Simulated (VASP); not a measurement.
Mg8SeS7:

```
Se S Mg
1.0
     0.00000    5.21411    5.21411
     5.21411    0.00000    5.21411
     5.21411    5.21411    0.00000
Se S Mg
1 7 8
Direct
  0.75012 0.22606 0.25404
  0.25891 0.72684 0.77166
  0.23647 0.74633 0.26559
  0.74943 0.23306 0.75644
  0.24121 0.25731 0.73885
  0.75512 0.74722 0.22784
  0.25993 0.24403 0.26107
  0.73441 0.74337 0.75737
  0.98232 0.00626 0.00416
  0.48341 0.50543 0.49771
  0.00891 0.99233 0.51904
  0.47120 0.51741 0.00942
  0.99973 0.49719 0.02332
  0.49692 0.00482 0.50734
  0.48391 0.00761 0.00203
  0.01003 0.48591 0.48622
```

Base run:

```yaml
Program: VASP 6.6.1
Functional: PBEsol
Potentials_or_basis: VASP PAW PBE potentials, release 64 (Se, S, Mg)
Cutoff: 520 eV
k_mesh: 2 × 2 × 2, shifted
Occupations: fermi-dirac, width 0.05 eV
Spin: no spin polarisation
```

Its results: band gap on the k mesh 3.04 eV, direct; pressure 1.2 GPa; largest force 1.449 eV/Å.

Q: The run is repeated on the same cell with these changes: k mesh from 2 × 2 × 2, shifted to 1 × 1 × 2. What comes out?

A: Band gap on the k mesh 2.20 eV, direct; pressure 5.0 GPa; largest force 1.176 eV/Å.

Caveats: some runs use coarse meshes; the PAW data sets were made with another functional, which shifts forces and pressure a little.

A k mesh can miss the band edges.
